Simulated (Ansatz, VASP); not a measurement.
**ZrSi7: VASP beside Ansatz**

```xyz
8
Lattice="5.5997 0.0000 0.0000 0.0000 5.5997 0.0000 0.0000 0.0000 5.5997" Properties=species:S:1:pos:R:3 pbc="T T T"
Zr    0.0000    0.0000    0.0000
Si    1.4904    1.4904    1.4904
Si    0.0000    2.7999    2.7999
Si    2.7999    2.7999    0.0000
Si    2.7999    0.0000    2.7999
Si    4.1094    1.4904    4.1094
Si    4.1094    4.1094    1.4904
Si    1.4904    4.1094    4.1094
```

Alike in both runs: functional PBEsol; k mesh 4 × 4 × 4; occupations gaussian, width 0.1 eV; no spin polarisation.

Ansatz relaxed the structure, and its values are those at the end. VASP's run is a single point on that final structure, the one shown.

|  | VASP | Ansatz |
| --- | --- | --- |
| version | VASP 6.6.1 | Ansatz 0.2.0 |
| potentials or method | VASP PAW PBE potentials, release 64 (Zr_sv, Si), cutoff 520 eV | scalar-relativistic, plane waves, PAW |
| valence electrons in the cell | 40 | 40 |

VASP gave:

```
gap on the k mesh at the Fermi level (eV) : none
pressure (GPa)                            : 0.1
rms of the force components (eV/Å)        : 0.007
```

What did Ansatz give for the same quantities?

gap on the k mesh at the Fermi level (eV): none; pressure (GPa): 0.0; rms of the force components (eV/Å): 0.005.

VASP's potentials were made for PBE, not for PBEsol. A gap of «none» marks a metal or a gap that the smearing closes.
